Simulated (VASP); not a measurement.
# CuO (Cc) in VASP: further runs, part 2 of 2

VASP 6.6.1.

## 3. Single point, PBE+U

INCAR

```
ALGO     = Normal         # electronic algorithm
EDIFF    = 1E-6           # SCF threshold, eV
ENCUT    = 520            # plane-wave cutoff, eV
GGA      = PE             # functional
ISIF     = 2              # what is computed and relaxed
ISMEAR   = -1             # smearing method
LASPH    = T              # aspherical terms in the spheres
LCHARG   = T              # write CHGCAR
LDAU     = T              # DFT+U
LDAUJ    = 0 0          
LDAUL    = 2 -1           # shell
LDAUPRINT= 1            
LDAUTYPE = 2            
LDAUU    = 3 0            # U, eV
LELF     = T              # ELF
LMAXMIX  = 4              # l up to which the mixer works
LREAL    = F              # projectors in reciprocal space
LVHAR    = T            
LWAVE    = F              # write WAVECAR
NBANDS   = 25             # bands
NELM     = 150            # most SCF steps
PREC     = Accurate       # precision mode
SIGMA    = 0.05           # smearing width, eV
```

KPOINTS

```
k-points
0
Gamma
  10 10 5
```

POSCAR

```
CuO
1.0
    2.3446497600     -1.7133998200      0.0000000000
    2.3446497600      1.7133998200      0.0000000000
   -0.8605499100      0.0000000000      5.0594394800
Cu O
2 2
Direct
    0.0032000000      0.4968000000      0.0000000000
    0.4968000000      0.0032000000      0.5000000000
    0.5714000000      0.4056000000      0.2537000000
    0.4056000000      0.5714000000      0.7537000000
```

Potentials or basis: VASP PAW PBE potentials, release 64 (Cu, O).

Launch:

```sh
cat potpaw_PBE.64/Cu/POTCAR potpaw_PBE.64/O/POTCAR > POTCAR
mpirun -np 1 vasp_std > vasp.out
```

OUTCAR:

```text
EDIFF = 1E-6
   ENCUT = 520
   GGA = PE
   ISIF = 2
   ISMEAR = -1
   LASPH = T
   LREAL = F
   NELM = 150
   PREC = Accurate

 ion  position               nearest neighbor table
   1  0.003  0.497  0.000-   4 1.91   3 1.93   4 1.98   3 2.02
   2  0.497  0.003  0.500-   3 1.91   4 1.93   3 1.98   4 2.02
   3  0.571  0.406  0.254-   2 1.91   1 1.93   2 1.98   1 2.02
   4  0.406  0.571  0.754-   1 1.91   2 1.93   1 1.98   2 2.02

  LATTYP: Found a base centered monoclinic cell.
 ALAT       =     4.6892995200
 B/A-ratio  =     0.7307700490
 C/A-ratio  =     1.0944283419
 COS(beta)  =    -0.1676798045

  Lattice vectors:

 A1 = (   2.3446497600,  -1.7133998200,   0.0000000000)
 A2 = (   2.3446497600,   1.7133998200,   0.0000000000)
 A3 = (  -0.8605499100,   0.0000000000,   5.0594394800)

Analysis of symmetry for initial positions (statically):
=====================================================================
 Subroutine PRICEL returns:
 Original cell was already a primitive cell.

 Routine SETGRP: Setting up the symmetry group for a
 base centered monoclinic supercell.

 Subroutine GETGRP returns: Found  2 space group operations
 (whereof  1 operations were pure point group operations)
 out of a pool of  4 trial point group operations.

The static configuration has the point symmetry C_1 .
 The point group associated with its full space group is C_1h.

Analysis of symmetry for dynamics (positions and initial velocities):
=====================================================================
 Subroutine PRICEL returns:
 Original cell was already a primitive cell.

 Routine SETGRP: Setting up the symmetry group for a
 base centered monoclinic supercell.

 Subroutine GETGRP returns: Found  2 space group operations
 (whereof  1 operations were pure point group operations)
 out of a pool of  4 trial point group operations.

The dynamic configuration has the point symmetry C_1 .
 The point group associated with its full space group is C_1h.

 Subroutine INISYM returns: Found  2 space group operations
 (whereof  1 operations are pure point group operations),
 and found     1 'primitive' translations

----------------------------------------------------------------------------------------

                                     Primitive cell

  volume of cell :      40.6508

  direct lattice vectors                    reciprocal lattice vectors
     2.344649760 -1.713399820  0.000000000     0.213251467 -0.291817470  0.036271514
     2.344649760  1.713399820  0.000000000     0.213251467  0.291817470  0.036271514
    -0.860549910  0.000000000  5.059439480     0.000000000  0.000000000  0.197650353

[... 154 lines left out ...]
  o =  0.9433  v =  0.0000  0.0000  0.0000  0.0000  0.0000  0.8718  0.1646 -0.4102  0.1904 -0.0917      0.0000  0.0000  0.0000  0.0000  0.0000  0.0000  0.0000  0.0000  0.0000  0.0000
  o =  0.9616  v =  0.0284  0.3100  0.2311  0.4789  0.7876  0.0000  0.0000  0.0000  0.0000  0.0000      0.0000  0.0000  0.0000  0.0000  0.0000  0.0000  0.0000  0.0000  0.0000  0.0000
  o =  0.9616  v =  0.0000  0.0000  0.0000  0.0000  0.0000  0.0284  0.3100  0.2311  0.4789  0.7876      0.0000  0.0000  0.0000  0.0000  0.0000  0.0000  0.0000  0.0000  0.0000  0.0000
  o =  0.9638  v =  0.0000  0.0000  0.0000  0.0000  0.0000 -0.1270  0.6957  0.2870  0.3312 -0.5548      0.0000  0.0000  0.0000  0.0000  0.0000  0.0000  0.0000  0.0000  0.0000  0.0000
  o =  0.9638  v = -0.1270  0.6957  0.2870  0.3312 -0.5548  0.0000  0.0000  0.0000  0.0000  0.0000      0.0000  0.0000  0.0000  0.0000  0.0000  0.0000  0.0000  0.0000  0.0000  0.0000
  o =  0.9730  v =  0.0000  0.0000  0.0000  0.0000  0.0000  0.4660 -0.2333  0.8341 -0.1676 -0.0678      0.0000  0.0000  0.0000  0.0000  0.0000  0.0000  0.0000  0.0000  0.0000  0.0000
  o =  0.9730  v =  0.4660 -0.2333  0.8341 -0.1676 -0.0678  0.0000  0.0000  0.0000  0.0000  0.0000      0.0000  0.0000  0.0000  0.0000  0.0000  0.0000  0.0000  0.0000  0.0000  0.0000

atom =   2  type =  1  l = 2

 onsite density matrix

spin component  1

  0.9491 -0.0121 -0.0111 -0.0067  0.0021
 -0.0121  0.9017 -0.0011 -0.0814  0.0258
 -0.0111 -0.0011  0.9666 -0.0022 -0.0010
 -0.0067 -0.0814 -0.0022  0.8539  0.0339
  0.0021  0.0258 -0.0010  0.0339  0.9516

spin component  2

  0.9491 -0.0121 -0.0111 -0.0067  0.0021
 -0.0121  0.9017 -0.0011 -0.0814  0.0258
 -0.0111 -0.0011  0.9666 -0.0022 -0.0010
 -0.0067 -0.0814 -0.0022  0.8539  0.0339
  0.0021  0.0258 -0.0010  0.0339  0.9516

 occupancies and eigenvectors

  o =  0.7812  v = -0.0769 -0.5817 -0.0158 -0.7724  0.2426  0.0000  0.0000  0.0000  0.0000  0.0000      0.0000  0.0000  0.0000  0.0000  0.0000  0.0000  0.0000  0.0000  0.0000  0.0000
  o =  0.7812  v =  0.0000  0.0000  0.0000  0.0000  0.0000 -0.0769 -0.5817 -0.0158 -0.7724  0.2426      0.0000  0.0000  0.0000  0.0000  0.0000  0.0000  0.0000  0.0000  0.0000  0.0000
  o =  0.9433  v = -0.8718 -0.1646 -0.4102  0.1904 -0.0917  0.0000  0.0000  0.0000  0.0000  0.0000      0.0000  0.0000  0.0000  0.0000  0.0000  0.0000  0.0000  0.0000  0.0000  0.0000
  o =  0.9433  v =  0.0000  0.0000  0.0000  0.0000  0.0000 -0.8718 -0.1646 -0.4102  0.1904 -0.0917      0.0000  0.0000  0.0000  0.0000  0.0000  0.0000  0.0000  0.0000  0.0000  0.0000
  o =  0.9616  v = -0.0284 -0.3100  0.2311  0.4789  0.7876  0.0000  0.0000  0.0000  0.0000  0.0000      0.0000  0.0000  0.0000  0.0000  0.0000  0.0000  0.0000  0.0000  0.0000  0.0000
  o =  0.9616  v =  0.0000  0.0000  0.0000  0.0000  0.0000 -0.0284 -0.3100  0.2311  0.4789  0.7876      0.0000  0.0000  0.0000  0.0000  0.0000  0.0000  0.0000  0.0000  0.0000  0.0000
  o =  0.9638  v =  0.0000  0.0000  0.0000  0.0000  0.0000  0.1270 -0.6957  0.2870  0.3312 -0.5548      0.0000  0.0000  0.0000  0.0000  0.0000  0.0000  0.0000  0.0000  0.0000  0.0000
  o =  0.9638  v =  0.1270 -0.6957  0.2870  0.3312 -0.5548  0.0000  0.0000  0.0000  0.0000  0.0000      0.0000  0.0000  0.0000  0.0000  0.0000  0.0000  0.0000  0.0000  0.0000  0.0000
  o =  0.9730  v =  0.0000  0.0000  0.0000  0.0000  0.0000 -0.4660  0.2333  0.8341 -0.1676 -0.0678      0.0000  0.0000  0.0000  0.0000  0.0000  0.0000  0.0000  0.0000  0.0000  0.0000
  o =  0.9730  v = -0.4660  0.2333  0.8341 -0.1676 -0.0678  0.0000  0.0000  0.0000  0.0000  0.0000      0.0000  0.0000  0.0000  0.0000  0.0000  0.0000  0.0000  0.0000  0.0000  0.0000

 number of electron      33.9999999 magnetization

 Free energy of the ion-electron system (eV)
  ---------------------------------------------------
  ext. energy  EPLUGINS =         0.00000000
  ---------------------------------------------------
  free energy    TOTEN  =       -17.44871079 eV

  energy without entropy =      -17.43061792  energy(sigma->0) =      -17.43966435

 E-fermi :   5.3849     XC(G=0): -11.8565

 val. band max:        5.3832135995   @ k =   0.5000   0.2000   0.4000
 cond. band min:       5.3933955155   @ k =   0.2000   0.2000   0.4000
 fundamental gap:      0.0101819160
 Fermi energy:         5.3848966218

 k-point     1 :       0.0000    0.0000    0.0000
  band No.  band energies     occupation
      1     -14.3179      2.00000
      2     -13.0029      2.00000
      3      -2.6448      2.00000
      4      -0.1850      2.00000
      5       0.1297      2.00000
      6       1.5273      2.00000
[... 661 lines left out ...]
     24      19.0079      0.00000
     25      20.0214      0.00000

 [... further k-points ...]

------------------------ aborting loop because EDIFF is reached ----------------------------------------

  FORCE on cell =-STRESS in cart. coord.  units (eV):
  Direction    XX          YY          ZZ          XY          YZ          ZX
  --------------------------------------------------------------------------------------
  -------------------------------------------------------------------------------------
  Total        1.0755950      1.2208597      0.8654466      0.0000000      0.0000000     -0.3606944
  in kB       42.3926201     48.1179623     34.1100045      0.0000000      0.0000000    -14.2161123
  external PRESSURE =      41.5401957 kB  Pullay stress =       0.0000000 kB

 VOLUME and BASIS-vectors are now :
 -----------------------------------------------------------------------------
  energy-cutoff  :      520.00
  volume of cell :       40.65
      direct lattice vectors                 reciprocal lattice vectors
     2.344649760 -1.713399820  0.000000000     0.213251467 -0.291817470  0.036271514
     2.344649760  1.713399820  0.000000000     0.213251467  0.291817470  0.036271514
    -0.860549910  0.000000000  5.059439480     0.000000000  0.000000000  0.197650353

 POSITION                                       TOTAL-FORCE (eV/Angst)
 -----------------------------------------------------------------------------------
      1.17232      0.84573      0.00000        -0.616380      0.337649      0.243450
      0.74205     -0.84573      2.52972        -0.616380     -0.337649      0.243450
      2.07240     -0.28408      1.28358         0.616380      0.235850     -0.243450
      1.64213      0.28408      3.81330         0.616380     -0.235850     -0.243450
 -----------------------------------------------------------------------------------
    total drift:                               -0.000047      0.000000     -0.000640

  FREE ENERGIE OF THE ION-ELECTRON SYSTEM (eV)
  ---------------------------------------------------
  free  energy   TOTEN  =       -17.4487107921 eV

  energy  without entropy=      -17.4306179179  energy(sigma->0) =      -17.43966435
```

It took 2 min on 1 thread of Intel Xeon 6975P-C (Granite Rapids), shared host; peak memory 0.24 GiB.

Results:

```yaml
Free_energy: -17.4487 eV
Pressure: 4.2 GPa
Largest_force: 0.744 eV/Å
Band_gap_on_the_k_mesh: zero (bands 17 and 18 overlap by 0.63 eV)
```

Forces on the atoms (eV/Å):
```
Cu  -0.616  0.338  0.243
Cu  -0.616 -0.338  0.243
O    0.616  0.236 -0.243
O    0.616 -0.236 -0.243
```

Levels at points of the mesh, in eV from the Fermi level:
```csv
k point,band 14,band 15,band 16,band 17,band 18,band 19,band 20,band 21
"(0.00, 0.00, 0.00)",-2.73,-2.32,-2.15,0.23,0.94,1.85,6.37,8.34
"(0.50, 0.00, 0.00)",-2.06,-1.86,-1.67,0.01,0.34,5.23,6.64,7.17
"(0.50, 0.50, 0.00)",-2.70,-1.85,-1.68,-0.85,1.11,3.73,7.34,8.93
```

Eigenvalues of the final occupation matrices:
```tsv
site	spin	trace	eigenvalues
site 1 d	1	4.62	0.78 0.94 0.96 0.96 0.97
site 1 d	2	4.62	0.78 0.94 0.96 0.96 0.97
site 2 d	1	4.62	0.78 0.94 0.96 0.96 0.97
site 2 d	2	4.62	0.78 0.94 0.96 0.96 0.97
```

Caveat: the cell stands under pressure; U without spin polarisation on a metal has little footing.

## 4. Single point, PBE+U

INCAR

```
SYSTEM = CuO
PREC = Accurate ; ENCUT = 520
EDIFF = 1E-6 ; ISMEAR = -1
SIGMA = 0.05 ; LREAL = .FALSE.
LASPH = .TRUE. ; NELM = 150
ALGO = Normal ; ISIF = 2
LWAVE = .FALSE. ; LCHARG = .FALSE.
LMAXMIX = 4 ; LDAU = .TRUE.
LDAUTYPE = 2 ; LDAUL = 2 -1
LDAUU = 4 0 ; LDAUJ = 0 0
LDAUPRINT = 1 ; GGA = PE
NBANDS = 25
```

KPOINTS

```
regular mesh
0
G
  10 10 5
  0 0 0
```

POSCAR is that of step 3.

Launch:

```sh
cat potpaw_PBE.64/Cu/POTCAR potpaw_PBE.64/O/POTCAR > POTCAR
mpirun -np 1 vasp_std > vasp.out
```

Wall time 2 min (1 thread of Intel Xeon 6975P-C (Granite Rapids), shared host); peak memory 0.24 GiB.

It converged, with:

- Free energy: -16.8152 eV
- Pressure: 3.5 GPa
- Largest force: 0.726 eV/Å
- Band gap on the k mesh: zero (bands 17 and 18 overlap by 0.63 eV)

Forces on the atoms (eV/Å):
```
Cu  -0.603  0.328  0.239
Cu  -0.603 -0.328  0.239
O    0.603  0.228 -0.239
O    0.603 -0.228 -0.239
```

Stress tensor (GPa, compression positive):
```
 3.58  0.00 -1.27
 0.00  4.15  0.00
-1.27  0.00  2.62
```

Levels at points of the mesh, in eV from the Fermi level:
```csv
k point,band 14,band 15,band 16,band 17,band 18,band 19,band 20,band 21
"(0.00, 0.00, 0.00)",-2.70,-2.30,-2.27,0.23,0.95,1.91,6.48,8.40
"(0.50, 0.00, 0.00)",-2.21,-2.00,-1.72,0.03,0.35,5.34,6.75,7.24
"(0.50, 0.50, 0.00)",-2.90,-1.92,-1.84,-0.91,1.12,3.85,7.44,9.05
```

Eigenvalues of the final occupation matrices:
| site | spin | trace | eigenvalues |
| --- | --- | --- | --- |
| site 1 d | 1 | 4.64 | 0.79 0.95 0.96 0.97 0.97 |
| site 1 d | 2 | 4.64 | 0.79 0.95 0.96 0.97 0.97 |
| site 2 d | 1 | 4.64 | 0.79 0.95 0.96 0.97 0.97 |
| site 2 d | 2 | 4.64 | 0.79 0.95 0.96 0.97 0.97 |

Caveat: the cell stands under pressure; U without spin polarisation on a metal has little footing.

## 5. The runs side by side

```csv
U,gap on the mesh (eV),pressure (GPa),largest force (eV/Å)
Cu d U = 2.0 eV,none,4.9,0.76
Cu d U = 3.0 eV,none,4.2,0.74
Cu d U = 4.0 eV,none,3.5,0.73
```

Alike in all rows: task single point; level PBE+U; potentials or basis VASP PAW PBE potentials, release 64 (Cu, O); no spin polarisation; cell as given; k mesh 10 × 10 × 5; cutoff (eV) 520; smearing fermi-dirac 0.05 eV.

Caveats: the cell stands under pressure; U without spin polarisation on a metal has little footing.

Total energies depend on the potentials used, so only differences within one code and one set of settings carry meaning.
